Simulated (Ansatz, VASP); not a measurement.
# MgS in VASP and in Ansatz

```
CELL_PARAMETERS angstrom
6.57831 0.00000 0.00000
0.00000 6.57831 0.00000
0.00000 0.00000 3.59118
ATOMIC_POSITIONS crystal
Mg 0.66924 0.66924 0.50000
Mg 0.16924 0.83076 0.25000
Mg 0.33076 0.33076 0.00000
Mg 0.83076 0.16924 0.75000
S 0.83076 0.83076 0.00000
S 0.33076 0.66924 0.75000
S 0.16924 0.16924 0.50000
S 0.66924 0.33076 0.25000
```

Alike in both runs: task single point; functional PBE; k mesh 4 × 4 × 6; occupations gaussian, width 0.1 eV; no spin polarisation.

```csv
,VASP,Ansatz
version,VASP 6.6.1,Ansatz 0.2.0
potentials or method,"VASP PAW PBE potentials, release 64 (Mg, S), cutoff 520 eV","scalar-relativistic, plane waves, PAW"
valence electrons in the cell,32,64
```

Ansatz gave:

```
gap on the k mesh at the Fermi level (eV)                     : 3.41
least direct gap on the mesh (eV)                             : 3.45
pressure (GPa)                                                : 10.8
traceless stress, the component that is largest in VASP (GPa) : 0.20
rms of the force components (eV/Å)                            : 0.206
```

Q: Which values does VASP return?

A: gap on the k mesh at the Fermi level (eV): 3.40; least direct gap on the mesh (eV): 3.45; pressure (GPa): 10.6; traceless stress, the component that is largest in VASP (GPa): 0.21; rms of the force components (eV/Å): 0.207.

Atom by atom the forces differ by 0.002 eV/Å (rms over components). The functional is the same, so the differences come from potentials, cutoffs and numerics. VASP's potentials hold 32 valence electrons a cell and Ansatz's 64, so a difference there can come from the potentials and not from the codes.
